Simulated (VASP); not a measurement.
Write the native input for VASP 6.6.1 that does the following.

| Quantity | Value |
| --- | --- |
| Task | single point |
| Functional | PBEsol |
| Potentials or basis | VASP PAW PBE potentials, release 64 (In_d, P) |
| Cutoff | 520 eV |
| k mesh | 14 × 14 × 14 |
| Occupations | gaussian, width 0.05 eV |
| Spin | no spin polarisation |
| Dipole correction | no |
| Further INCAR settings | ALGO = Normal; EDIFF = 1e-06; NBANDS = 16 |

The structure of InP lies in POSCAR:

```
InP
1.0
    0.0000000000      2.6154637445      2.6154637445
    2.6154637445      0.0000000000      2.6154637445
    2.6154637445      2.6154637445      0.0000000000
In P
1 1
Direct
    0.0000000000      0.0000000000      0.0000000000
    0.5000000000      0.5000000000      0.5000000000
```

This cell differs from its parent crystal: volume scaled by 0.880.

One way to write it, as run:

INCAR

```
SYSTEM = InP
PREC = Accurate
ENCUT = 520
EDIFF = 1E-6
ISMEAR = 0
SIGMA = 0.05
LREAL = .FALSE.
LASPH = .TRUE.
NELM = 80
ALGO = Normal
ISIF = 2
LWAVE = .FALSE.
LCHARG = .TRUE.
GGA = PS
LELF = .TRUE.
LVHAR = .TRUE.
NBANDS = 16
```

KPOINTS

```
regular mesh
0
G
  14 14 14
  0 0 0
```

Potentials or basis: VASP PAW PBE potentials, release 64 (In_d, P).

Launch:

```sh
$ cat potpaw_PBE.64/In_d/POTCAR potpaw_PBE.64/P/POTCAR > POTCAR
$ mpirun -np 1 vasp_std > vasp.out
```

It gave:

```
Pressure               : 14.8 GPa
Band gap on the k mesh : zero (band 9 reaches 9.61 eV, above the bottom of band 10 at 6.85 eV)
```

Caveat: the PAW data sets were made with another functional, which shifts forces and pressure a little; spin-orbit coupling is left out, which moves the levels of the heavy elements.

It took 32 s on 1 thread of Intel(R) Xeon(R) Platinum 8559C (Emerald Rapids), on a shared host, peak memory 0.19 GiB.
